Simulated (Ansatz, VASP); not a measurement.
This is a calculation of BiTe for VASP 6.6.1.

Contents of INCAR:

```
AGGAC    = 1.0          
AGGAX    = 1.0          
ALDAC    = 0.0          
ALDAX    = 1.0          
ALGO     = Normal         # electronic algorithm
EDIFF    = 1E-7           # SCF threshold, eV
EDIFFG   = -0.01          # ionic threshold
ENCUT    = 600            # plane-wave cutoff, eV
GGA      = B5             # functional
IBRION   = 2              # ionic algorithm
ISIF     = 3              # what is computed and relaxed
ISMEAR   = -1             # smearing method
LASPH    = T              # aspherical terms in the spheres
LCHARG   = F              # write CHGCAR
LREAL    = F              # projectors in reciprocal space
LWAVE    = F              # write WAVECAR
NELM     = 100            # most SCF steps
NSW      = 60             # ionic steps
PREC     = Accurate       # precision mode
SIGMA    = 0.05           # smearing width, eV
```

The input KPOINTS:

```
k-points
0
Gamma
  7 7 7
```

The input POSCAR:

```
BiTe
1.0
    2.4227077728      1.3987509848      3.3172919545
   -2.4227077728      1.3987509848      3.3172919545
    0.0000000000     -2.7975019696      3.3172919545
Bi Te
1 1
Direct
    0.5000000000      0.5000000000      0.5000000000
    0.0000000000      0.0000000000      0.0000000000
```

Potentials or basis: VASP PAW PBE potentials, release 64 (Bi_d, Te).

The run is started by

```sh
$ cat potpaw_PBE.64/Bi_d/POTCAR potpaw_PBE.64/Te/POTCAR > POTCAR
$ mpirun -np 1 vasp_std > vasp.out
```

**Question.** Translate it to Ansatz 0.2.0. Potentials there: Ansatz PAW.

**Answer.** As run (the cutoff follows the program's own potentials):

input.yaml

```yaml
crystal:
  lattice:
    - [2.4227077728, 1.3987509848, 3.3172919545]
    - [-2.4227077728, 1.3987509848, 3.3172919545]
    - [0.0, -2.7975019696, 3.3172919545]
  atoms:
    - { symbol: Bi, position: [0.5, 0.5, 0.5] }
    - { symbol: Te, position: [0.0, 0.0, 0.0] }
hamiltonian:
  xc: blyp
  pseudopotentials: { kind: paw }
kpoints:
  mp_grid: { grid: [7, 7, 7] }
scf:
  occupations: { method: fermi_dirac, width: 0.05 }
output:
  forces: true
  stress: true
  eigenvalues: true
relax:
  f_tol: 0.01
  max_steps: 40
  cell: { stress_tol: 0.05 }
```

Potentials or basis: Ansatz PAW.

Launch:

```console
$ ansatz run input.yaml --threads 2 --pin off --max-ram 5632MiB --backend cpu --events-out ev --progress --plain --runs-dir out
```

Both were run:

|  | VASP | Ansatz | Ansatz less VASP |
| --- | --- | --- | --- |
| gap on the k mesh at the Fermi level, each at its own relaxed structure (eV) | none | none | - |
| relaxed volume (Å³/atom) | 37.33 | 37.22 | -0.110 |
| relaxed cell length with the largest relative difference (Å) | 4.679 | 4.678 | -0.0017 |

VASP's potentials were made for PBE, not for BLYP. A gap of «none» marks a metal or a gap that the smearing closes. VASP's potentials hold 21 valence electrons a cell and Ansatz's 31, so a difference there can come from the potentials and not from the codes.

Neither program's run includes spin-orbit coupling. Noted on Ansatz's run: the plane-wave basis is chosen anew once the cell has moved, so the energies of steps on either side of that aren't comparable.
